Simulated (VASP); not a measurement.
# C (Fd-3m) in VASP: notebook

The runs below take C through relaxation of cell and atoms, with r2SCAN.

All numbers are computed with VASP 6.6.1; they aren't measurements. Logs are shortened: lines on timing, memory, paths and dates and some standing lists are left out, and cuts for length are marked.

## (1) The cell of the first run

It takes space group Fd-3m (No. 227, cubic). The conventional cell has a = 3.560 Å, b = 3.560 Å, c = 3.560 Å, α = 90.00°, β = 90.00°, γ = 90.00°. C (site symmetry -43m) has 4 C at 1.54 Å within 2.1 Å.

## (2) Relaxation of cell and atoms, r2SCAN, target pressure 15 GPa, at which the enthalpy is minimised

Input file POSCAR:

```
C
1.0
    0.0000000000      1.7801408483      1.7801408483
    1.7801408483      0.0000000000      1.7801408483
    1.7801408483      1.7801408483      0.0000000000
C
2
Direct
    0.5000000000      0.5000000000      0.5000000000
    0.7500000000      0.7500000000      0.7500000000
```

Input file INCAR.step1:

```
SYSTEM = C
PREC = Accurate ; ENCUT = 600
ISMEAR = 0 ; SIGMA = 0.01
LREAL = .FALSE. ; LASPH = .TRUE.
NELM = 80 ; GGA = PE
ALGO = Normal ; EDIFF = 1E-4
LWAVE = .TRUE. ; LCHARG = .FALSE.
```

Input file INCAR.step2:

```
SYSTEM = C
PREC = Accurate ; ENCUT = 600
EDIFF = 1E-6 ; ISMEAR = 0
SIGMA = 0.01 ; LREAL = .FALSE.
LASPH = .TRUE. ; NELM = 80
ALGO = Normal ; ISIF = 3
LWAVE = .FALSE. ; LCHARG = .FALSE.
METAGGA = R2SCAN ; LMIXTAU = .TRUE.
IBRION = 2 ; NSW = 100
EDIFFG = -0.002 ; PSTRESS = 150.0
ISTART = 1
```

Input file KPOINTS:

```
regular mesh
0
G
  12 12 12
  0 0 0
```

Potentials or basis: VASP PAW PBE potentials, release 64 (C).

Started as:

```sh
$ cat potpaw_PBE.64/C/POTCAR > POTCAR
$ cp INCAR.step1 INCAR
$ mpirun -np 1 vasp_std > vasp.out
$ cp INCAR.step2 INCAR
$ mpirun -np 1 vasp_std > vasp.out
```

OUTCAR:

```text
SYSTEM = C
   PREC = Accurate
   ENCUT = 600
   EDIFF = 1E-6
   ISMEAR = 0
   LREAL = .FALSE.
   LASPH = .TRUE.
   NELM = 80
   ISIF = 3
   METAGGA = R2SCAN
   IBRION = 2
   NSW = 100
   EDIFFG = -0.002
   PSTRESS = 150.0
   ISTART = 1

 ion  position               nearest neighbor table
   1  0.500  0.500  0.500-   2 1.54   2 1.54   2 1.54   2 1.54
   2  0.750  0.750  0.750-   1 1.54   1 1.54   1 1.54   1 1.54

  LATTYP: Found a face centered cubic cell.
 ALAT       =     3.5602816966

  Lattice vectors:

 A1 = (   0.0000000000,   1.7801408483,   1.7801408483)
 A2 = (   1.7801408483,   0.0000000000,   1.7801408483)
 A3 = (   1.7801408483,   1.7801408483,   0.0000000000)

Analysis of symmetry for initial positions (statically):
=====================================================================
 Subroutine PRICEL returns:
 Original cell was already a primitive cell.

 Routine SETGRP: Setting up the symmetry group for a
 face centered cubic supercell.

 Subroutine GETGRP returns: Found 48 space group operations
 (whereof 24 operations were pure point group operations)
 out of a pool of 48 trial point group operations.

The static configuration has the point symmetry T_d .
 The point group associated with its full space group is O_h .

Analysis of symmetry for dynamics (positions and initial velocities):
=====================================================================
 Subroutine PRICEL returns:
 Original cell was already a primitive cell.

 Routine SETGRP: Setting up the symmetry group for a
 face centered cubic supercell.

 Subroutine GETGRP returns: Found 48 space group operations
 (whereof 24 operations were pure point group operations)
 out of a pool of 48 trial point group operations.

The dynamic configuration has the point symmetry T_d .
 The point group associated with its full space group is O_h .

 Subroutine INISYM returns: Found 48 space group operations
 (whereof 24 operations are pure point group operations),
 and found     1 'primitive' translations

----------------------------------------------------------------------------------------

                                     Primitive cell

  volume of cell :      11.2822

  direct lattice vectors                    reciprocal lattice vectors
     0.000000000  1.780140848  1.780140848    -0.280876651  0.280876651  0.280876651
     1.780140848  0.000000000  1.780140848     0.280876651 -0.280876651  0.280876651
     1.780140848  1.780140848  0.000000000     0.280876651  0.280876651 -0.280876651

  length of vectors
     2.517499331  2.517499331  2.517499331     0.486492630  0.486492630  0.486492630

  position of ions in fractional coordinates (direct lattice)
     0.500000000  0.500000000  0.500000000
     0.750000000  0.750000000  0.750000000

  ion indices of the primitive-cell ions
   primitive index   ion index
                 1           1
                 2           2

----------------------------------------------------------------------------------------

 KPOINTS: regular mesh

Automatic generation of k-mesh.
 Grid dimensions read from file:
 generate k-points for:   12   12   12

 Generating k-lattice:

  Cartesian coordinates                     Fractional coordinates (reciprocal lattice)
    -0.023406388  0.023406388  0.023406388     0.083333333  0.000000000  0.000000000
     0.023406388 -0.023406388  0.023406388     0.000000000  0.083333333  0.000000000
     0.023406388  0.023406388 -0.023406388     0.000000000  0.000000000  0.083333333

  Length of vectors
     0.040541053  0.040541053  0.040541053

  Shift w.r.t. Gamma in fractional coordinates (k-lattice)
     0.000000000  0.000000000  0.000000000

 Subroutine IBZKPT returns following result:
 ===========================================

 Found     72 irreducible k-points:

 Following reciprocal coordinates:
            Coordinates               Weight
  0.000000  0.000000  0.000000      1.000000
  0.083333  0.000000  0.000000      8.000000
  0.166667  0.000000  0.000000      8.000000
  0.250000  0.000000  0.000000      8.000000
  0.333333  0.000000  0.000000      8.000000
  0.416667  0.000000  0.000000      8.000000
[... 16 lines left out ...]
  0.500000  0.166667  0.000000     24.000000
 -0.416667  0.166667  0.000000     24.000000
 [... further k-points ...]
   k-points           NKPTS =     72   k-points in BZ     NKDIM =     72   number of bands    NBANDS=      8
   number of dos      NEDOS =    301   number of ions     NIONS =      2
   total plane-waves  NPLWV =   8000
   dimension x,y,z NGX =    20 NGY =   20 NGZ =   20
   dimension x,y,z NGXF=    40 NGYF=   40 NGZF=   40
   ions per type =               2
   NGX,Y,Z   is equivalent  to a cutoff of  13.21, 13.21, 13.21 a.u.
   NGXF,Y,Z  is equivalent  to a cutoff of  26.41, 26.41, 26.41 a.u.
 SYSTEM =  C
   PREC   = accura    normal or accurate (medium, high low for compatibility)
   ISTART =      1    job   : 0-new  1-cont  2-samecut
   ICHARG =      0    charge: 1-file 2-atom 10-const
   ISPIN  =      1    spin polarized calculation?
   LNONCOLLINEAR =      F non collinear calculations
   LSORBIT =      F    spin-orbit coupling
   LASPH  =      T    aspherical Exc in radial PAW
   ENCUT  =  600.0 eV  44.10 Ry    6.64 a.u.   5.03  5.03  5.03*2*pi/ulx,y,z
   NELM   =     80;   NELMIN=  2; NELMDL=  0     # of ELM steps
   EDIFF  = 0.1E-05   stopping-criterion for ELM
   LREAL  =      F    real-space projection
   EDIFFG = -.2E-02   stopping-criterion for IOM
   NSW    =    100    number of steps for IOM
   IBRION =      2    ionic relax: 0-MD 1-quasi-New 2-CG
   NFREE  =      1    steps in history (QN), initial steepest desc. (CG)
   ISIF   =      3    stress and relaxation
   ISYM   =      2    0-nonsym 1-usesym 2-fastsym
   POTIM  = 0.5000    time-step for ionic-motion
   TEBEG  =    0.0;   TEEND  =   0.0 temperature during run
   PSTRESS=  150.0 pullay stress
   NELECT =       8.0000    total number of electrons
   NUPDOWN=      -1.0000    fix difference up-down
   EMIN   =  10.00;   EMAX   =-10.00  energy-range for DOS
   EFERMI =   0.00;   METHOD = LEGACY
   ISMEAR =     0;   SIGMA  =   0.01  broadening in eV -4-tet -1-fermi 0-gaus
   EFERMI_NEDOS =   21; number of points for ismear=-14 and -15
   IALGO  =     38    algorithm
   IMIX   =      4    mixing-type and parameters
     AMIX     =   0.40;   BMIX     =  1.00
     AMIX_MAG =   1.60;   BMIX_MAG =  1.00
  volume/ion in A,a.u.               =       5.64        38.07
  Fermi-wavevector in a.u.,A,eV,Ry     =   1.459846  2.758709 28.996072  2.131151
  Thomas-Fermi vector in A             =   2.576365
   LORBIT       =      0    0 simple, 1 ext, 2 COOP (PROOUT), +10 PAW based schemes
   METAGGA = R2SCAN    functional components
   LHFCALC =     F    Hartree Fock is set to
   AEXX    =    0.0000 exact exchange contribution
   IVDW    =     0    specifies the selected vdW correction
   LEPSILON=     F    determine dielectric tensor
   LRPA    =     F    only Hartree local field effects (RPA)
 conjugate gradient relaxation of ions
 non-spin polarized calculation
 Gauss-broadening in eV      SIGMA  =   0.01
  energy-cutoff  :      600.00
  volume of cell :       11.28
 maximum number of plane-waves:       388
   NGX =  9   NGY =  9   NGZ =  9

--------------------------------------- Ionic step        1  -------------------------------------------

 number of electron       7.9999999 magnetization

 Free energy of the ion-electron system (eV)
  ---------------------------------------------------
  ext. energy  EPLUGINS =         0.00000000
  ---------------------------------------------------
  free energy    TOTEN  =       -19.66400455 eV

  energy without entropy =      -19.66400455  energy(sigma->0) =      -19.66400455

 E-fermi :   9.9270     XC(G=0): -14.2873

 val. band max:        9.7906684552   @ k =   0.0000   0.0000   0.0000
 cond. band min:      14.1461285169   @ k =   0.3333   0.3333   0.0000
 fundamental gap:      4.3554600618
 Fermi energy:         9.9269965692

 k-point     1 :       0.0000    0.0000    0.0000
  band No.  band energies     occupation
      1     -12.9796      2.00000
      2       9.7907      2.00000
      3       9.7907      2.00000
      4       9.7907      2.00000
      5      15.6410      0.00000
      6      15.6410      0.00000
      7      15.6410      0.00000
      8      23.7385      0.00000

 k-point     2 :       0.0833    0.0000    0.0000
  band No.  band energies     occupation
      1     -12.7782      2.00000
      2       8.4681      2.00000
      3       9.4434      2.00000
      4       9.4434      2.00000
      5      16.0960      0.00000
      6      16.0960      0.00000
      7      16.4153      0.00000
      8      23.9378      0.00000

 k-point     3 :       0.1667    0.0000    0.0000
  band No.  band energies     occupation
      1     -12.1759      2.00000
      2       5.7660      2.00000
      3       8.6930      2.00000
      4       8.6930      2.00000
      5      17.0812      0.00000
      6      17.0812      0.00000
      7      17.5655      0.00000
      8      24.5122      0.00000
[... 320 lines left out ...]
 VOLUME and BASIS-vectors are now :
 -----------------------------------------------------------------------------
  energy-cutoff  :      600.00
  volume of cell :       10.94
      direct lattice vectors                 reciprocal lattice vectors
    -0.000000000  1.762207682  1.762207682    -0.283735002  0.283735002  0.283735002
     1.762207682  0.000000000  1.762207682     0.283735002 -0.283735002  0.283735002
     1.762207682  1.762207682  0.000000000     0.283735002  0.283735002 -0.283735002

 POSITION                                       TOTAL-FORCE (eV/Angst)
 -----------------------------------------------------------------------------------
      1.76221      1.76221      1.76221        -0.000000     -0.000000     -0.000000
      2.64331      2.64331      2.64331         0.000000      0.000000      0.000000
 -----------------------------------------------------------------------------------
    total drift:                                0.000000     -0.000000      0.000000

  FREE ENERGIE OF THE ION-ELECTRON SYSTEM (eV)
  ---------------------------------------------------
  free  energy   TOTEN  =       -19.6484109132 eV

  energy  without entropy=      -19.6484109132  energy(sigma->0) =      -19.64841091

  enthalpy is  TOTEN    =       -18.6237458172 eV   P V=        1.0246650960

--------------------------------------- Ionic step        4  -------------------------------------------

 number of electron       7.9999999 magnetization

 Free energy of the ion-electron system (eV)
  ---------------------------------------------------
  ext. energy  EPLUGINS =         0.00000000
  ---------------------------------------------------
  free energy    TOTEN  =       -19.64778663 eV

  energy without entropy =      -19.64778663  energy(sigma->0) =      -19.64778663

 E-fermi :  10.3271     XC(G=0): -14.4577

 val. band max:       10.2484846689   @ k =   0.0000   0.0000   0.0000
 cond. band min:      14.6772786995   @ k =   0.3333   0.3333   0.0000
 fundamental gap:      4.4287940305
 Fermi energy:        10.3271451588

 k-point     1 :       0.0000    0.0000    0.0000
  band No.  band energies     occupation
      1     -12.9569      2.00000
      2      10.2485      2.00000
      3      10.2485      2.00000
      4      10.2485      2.00000
      5      16.1841      0.00000
      6      16.1841      0.00000
      7      16.1841      0.00000
      8      24.9496      0.00000

 k-point     2 :       0.0833    0.0000    0.0000
  band No.  band energies     occupation
      1     -12.7512      2.00000
      2       8.8932      2.00000
      3       9.8891      2.00000
      4       9.8891      2.00000
      5      16.6549      0.00000
      6      16.6549      0.00000
      7      16.9990      0.00000
      8      25.1240      0.00000

 k-point     3 :       0.1667    0.0000    0.0000
  band No.  band energies     occupation
      1     -12.1360      2.00000
      2       6.1318      2.00000
      3       9.1152      2.00000
      4       9.1152      2.00000
      5      17.6697      0.00000
      6      17.6697      0.00000
      7      18.2340      0.00000
      8      25.6214      0.00000
[... 244 lines left out ...]
 VOLUME and BASIS-vectors are now :
 -----------------------------------------------------------------------------
  energy-cutoff  :      600.00
  volume of cell :       10.94
      direct lattice vectors                 reciprocal lattice vectors
    -0.000000000  1.761849018  1.761849018    -0.283792762  0.283792762  0.283792762
     1.761849018  0.000000000  1.761849018     0.283792762 -0.283792762  0.283792762
     1.761849018  1.761849018  0.000000000     0.283792762  0.283792762 -0.283792762

 POSITION                                       TOTAL-FORCE (eV/Angst)
 -----------------------------------------------------------------------------------
      1.76185      1.76185      1.76185        -0.000000     -0.000000      0.000000
      2.64277      2.64277      2.64277         0.000000      0.000000     -0.000000
 -----------------------------------------------------------------------------------
    total drift:                                0.000000     -0.000000      0.000000

  FREE ENERGIE OF THE ION-ELECTRON SYSTEM (eV)
  ---------------------------------------------------
  free  energy   TOTEN  =       -19.6477866278 eV

  energy  without entropy=      -19.6477866278  energy(sigma->0) =      -19.64778663

  enthalpy is  TOTEN    =       -18.6237470572 eV   P V=        1.0240395706

 reached required accuracy - stopping structural energy minimisation
```

It took 31 s on 1 thread of Intel Xeon 6975P-C (Granite Rapids), shared host; peak memory 0.11 GiB.

What came out:

| Property | Result |
| --- | --- |
| Free energy | -19.6478 eV |
| Relaxed volume | 5.47 Å³/atom |
| Relaxed cell | a = 2.492 Å, b = 2.492 Å, c = 2.492 Å, α = 60.00°, β = 60.00°, γ = 60.00° |
| Space group after relaxing (to 0.05 Å) | Fd-3m (No. 227) |
| Energy change on relaxing (the enthalpy is what falls) | +8.1 meV/atom |
| Ionic steps | 4 |
| Pressure after relaxing | 15.0 GPa |
| Band gap on the k mesh | 4.43 eV, indirect (least direct gap 5.94 eV) |

Step by step:
```tsv
step	energy change (eV)	largest force (eV/Å)	pressure (GPa)	volume (Å³)
1	0.0000	0.0000	0.35	11.28
2	0.0963	0.0000	39.42	10.46
3	0.0156	0.0000	14.83	10.94
4	0.0162	0.0000	15.03	10.94
```

Final structure:
```cif
data_structure
_symmetry_space_group_name_H-M 'P 1'
_symmetry_Int_Tables_number 1
_cell_length_a 2.4916
_cell_length_b 2.4916
_cell_length_c 2.4916
_cell_angle_alpha 60.000
_cell_angle_beta 60.000
_cell_angle_gamma 60.000
_cell_volume 10.94
loop_
_atom_site_label
_atom_site_type_symbol
_atom_site_fract_x
_atom_site_fract_y
_atom_site_fract_z
_atom_site_occupancy
C1 C 0.50000 0.50000 0.50000 1
C2 C 0.75000 0.75000 0.75000 1
```

Levels at points of the mesh, in eV from the valence-band top:
```csv
k point,band 1,band 2,band 3,band 4,band 5,band 6,band 7,band 8
"(0.00, 0.00, 0.00)",-23.21,0.00,0.00,0.00,5.94,5.94,5.94,14.70
"(0.50, 0.00, 0.00)",-17.04,-14.47,-3.08,-3.08,9.03,9.03,9.65,17.05
"(0.50, 0.50, 0.00)",-13.86,-13.86,-6.89,-6.89,5.08,5.08,18.46,18.46
```

Caveat: the cell is relaxed towards a set pressure, so the enthalpy falls and the energy may rise; the PAW data sets were made with another functional, which shifts forces and pressure a little.

## (3) Relaxation of cell and atoms, r2SCAN

This run uses another cell than the first one, of 5.67 Å³/atom, 1.005 times its volume.

Input file POSCAR:

```
C
1.0
    0.0000000000      1.7833700000      1.7833700000
    1.7833700000      0.0000000000      1.7833700000
    1.7833700000      1.7833700000      0.0000000000
C
2
Direct
    0.5000000000      0.5000000000      0.5000000000
    0.7500000000      0.7500000000      0.7500000000
```

Input file INCAR.step1:

```
  PREC = Accurate
  ENCUT = 600
  ISMEAR = -1
  SIGMA = 0.1
  LREAL = F
  LASPH = T
  NELM = 60
  GGA = PE
  ALGO = Normal
  EDIFF = 1E-4
  LWAVE = T
  LCHARG = F
```

Input file INCAR.step2:

```
  PREC = Accurate
  ENCUT = 600
  EDIFF = 1E-7
  ISMEAR = -1
  SIGMA = 0.1
  LREAL = F
  LASPH = T
  NELM = 60
  ALGO = Normal
  ISIF = 3
  LWAVE = F
  LCHARG = F
  METAGGA = R2SCAN
  LMIXTAU = T
  IBRION = 2
  NSW = 100
  EDIFFG = -0.002
  ISTART = 1
```

Input file KPOINTS:

```
regular mesh
0
Gamma
  22 22 22
```

Potentials or basis: VASP PAW PBE potentials, release 64 (C).

Started as:

```sh
$ cat potpaw_PBE.64/C/POTCAR > POTCAR
$ cp INCAR.step1 INCAR
$ mpirun -np 1 vasp_std > vasp.out
$ cp INCAR.step2 INCAR
$ mpirun -np 1 vasp_std > vasp.out
```

Wall time 1.8 min (1 thread of Intel Xeon 6975P-C (Granite Rapids), shared host); peak memory 0.14 GiB.

It converged, with:

- Free energy: -19.6643 eV
- Relaxed volume: 5.65 Å³/atom
- Relaxed cell: a = 2.518 Å, b = 2.518 Å, c = 2.518 Å, α = 60.00°, β = 60.00°, γ = 60.00°
- Space group after relaxing (to 0.05 Å): Fd-3m (No. 227)
- Energy gained by relaxing: 0.2 meV/atom
- Ionic steps: 3
- Pressure after relaxing: 0.0 GPa
- Band gap on the k mesh: 4.33 eV, indirect (least direct gap 5.85 eV)

The path:
```csv
step,energy change (eV),largest force (eV/Å),pressure (GPa),volume (Å³)
1,0.0000,0.0000,-2.09,11.34
2,0.0002,0.0000,2.73,11.22
3,-0.0004,0.0000,0.01,11.29
```

Final structure:
```xyz
2
Lattice="0.0000 1.7806 1.7806 1.7806 0.0000 1.7806 1.7806 1.7806 0.0000" Properties=species:S:1:pos:R:3 pbc="T T T"
C     1.7806    1.7806    1.7806
C     2.6708    2.6708    2.6708
```

Levels at points of the mesh, in eV from the valence-band top:
| k point | band 1 | band 2 | band 3 | band 4 | band 5 | band 6 | band 7 | band 8 |
| --- | --- | --- | --- | --- | --- | --- | --- | --- |
| (0.00, 0.00, 0.00) | -22.76 | 0.00 | 0.00 | 0.00 | 5.85 | 5.85 | 5.85 | 13.93 |
| (0.50, 0.00, 0.00) | -16.79 | -14.10 | -2.99 | -2.99 | 8.90 | 8.90 | 9.19 | 16.74 |
| (0.50, 0.50, 0.00) | -13.62 | -13.62 | -6.69 | -6.69 | 5.01 | 5.01 | 17.95 | 17.95 |

Caveat: the PAW data sets were made with another functional, which shifts forces and pressure a little.
